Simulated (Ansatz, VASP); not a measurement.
## Two plane-wave programs on In4SbAs3

File INCAR:

```
SYSTEM = In4SbAs3
  ALGO = Fast
  EDIFF = 1E-6
  EDIFFG = -0.01
  ENCUT = 600
  GGA = PE
  IBRION = 2
  ISIF = 3
  ISMEAR = 0
  KPAR = 4
  LASPH = .True.
  LCHARG = .False.
  LREAL = .False.
  LWAVE = .False.
  NELM = 80
  NSW = 100
  PREC = Accurate
  SIGMA = 0.1
```

KPOINTS

```
k-points
0
Gamma
  8 8 8
  0 0 0
```

The input POSCAR:

```
In4SbAs3
1.0
   -3.1488357965      3.1488357965      6.2870416131
    3.1488357965     -3.1488357965      6.2870416131
    3.1488357965      3.1488357965     -6.2870416131
In Sb As
4 1 3
Direct
    0.1103375665      0.6316389184      0.0000000000
    0.6316389184      0.1103375665      0.0000000000
    0.3683610816      0.3683610816      0.4786986481
    0.8896624335      0.8896624335      0.5213013519
    0.5000000000      0.5000000000      0.0000000000
    0.7500000000      0.2500000000      0.5000000000
    0.2500000000      0.7500000000      0.5000000000
    0.0000000000      0.0000000000      0.0000000000
```

Input for Ansatz:

```yaml
crystal:
  lattice:
    - [-3.1488357965, 3.1488357965, 6.2870416131]
    - [3.1488357965, -3.1488357965, 6.2870416131]
    - [3.1488357965, 3.1488357965, -6.2870416131]
  atoms:
    - { symbol: In, position: [0.1103375665, 0.6316389184, 0.0] }
    - { symbol: In, position: [0.6316389184, 0.1103375665, 0.0] }
    - { symbol: In, position: [0.3683610816, 0.3683610816, 0.4786986481] }
    - { symbol: In, position: [0.8896624335, 0.8896624335, 0.5213013519] }
    - { symbol: Sb, position: [0.5, 0.5, 0.0] }
    - { symbol: As, position: [0.75, 0.25, 0.5] }
    - { symbol: As, position: [0.25, 0.75, 0.5] }
    - { symbol: As, position: [0.0, 0.0, 0.0] }
basis:
  ecutwfc: 420
kpoints:
  mp_grid: { grid: [8, 8, 8] }
hamiltonian:
  xc: pbe
scf:
  occupations: { method: gaussian, width: 0.1 }
output:
  forces: true
  stress: true
  eigenvalues: true
relax:
  adjacent_minimum: "off"
  f_tol: 0.01
  max_steps: 80
  cell: { stress_tol: 0.05 }
```

Alike in both runs: task relaxation of cell and atoms; functional PBE; k mesh 8 × 8 × 8; occupations gaussian, width 0.1 eV; no spin polarisation.

|  | VASP | Ansatz |
| --- | --- | --- |
| version | VASP 6.6.1 | Ansatz 0.2.0 |
| potentials or method | VASP PAW PBE potentials, release 64 (In_d, Sb, As), cutoff 600 eV | scalar-relativistic, plane waves, PAW |
| valence electrons in the cell | 72 | 112 |

```tsv
	VASP	Ansatz	Ansatz less VASP
gap on the k mesh at the Fermi level, each at its own relaxed structure (eV)	none	none	-
relaxed volume (Å³/atom)	31.28	31.22	-0.053
relaxed length of the cell vector where the two differ most in proportion (Å)	7.713	7.709	-0.0043
```

A gap of «none» marks a metal or a gap that the smearing closes. VASP's potentials hold 72 valence electrons a cell and Ansatz's 112, so a difference there can come from the potentials and not from the codes.

Neither program's run includes spin-orbit coupling.
